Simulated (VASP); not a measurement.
**La: single point with PBEsol**

La:

```
La
1.0
     3.76000    0.00000    0.00000
     0.00000    3.76000    0.00000
     0.00000    0.00000    3.76000
La
1
Direct
  0.50000 0.50000 0.50000
```

* Program: VASP 6.6.1
* Task: single point
* Functional: PBEsol
* Potentials or basis: VASP PAW PBE potentials, release 64 (La)
* Cutoff: 520 eV
* k mesh: 8 × 8 × 8
* Occupations: fermi-dirac, width 0.1 eV
* Spin: no spin polarisation
* Dipole correction: no
* Further INCAR settings: ALGO = Normal; EDIFF = 1e-07; NBANDS = 12

| Item | Value |
| --- | --- |
| Pressure | -5.6 GPa |

Levels at points of the mesh, in eV from the Fermi level:
| k point | band 4 | band 5 | band 6 | band 7 | band 8 | band 9 |
| --- | --- | --- | --- | --- | --- | --- |
| (0.00, 0.00, 0.00) | -16.74 | -2.88 | -0.63 | -0.63 | 1.22 | 1.22 |
| (0.50, 0.00, 0.00) | -16.67 | -1.07 | -0.09 | 0.61 | 1.01 | 1.27 |
| (0.50, 0.50, 0.00) | -16.61 | -1.35 | 0.12 | 1.02 | 1.02 | 1.25 |
| (0.50, 0.50, 0.50) | -17.26 | -0.45 | -0.45 | -0.45 | 0.97 | 1.21 |

Run time: 20 s on 1 thread of Intel(R) Xeon(R) Platinum 8375C CPU @ 2.90GHz (Ice Lake) (shared host), peak memory 0.17 GiB.

Caveat: the PAW data sets were made with another functional, which shifts forces and pressure a little; spin-orbit coupling is left out, which moves the levels of the heavy elements.
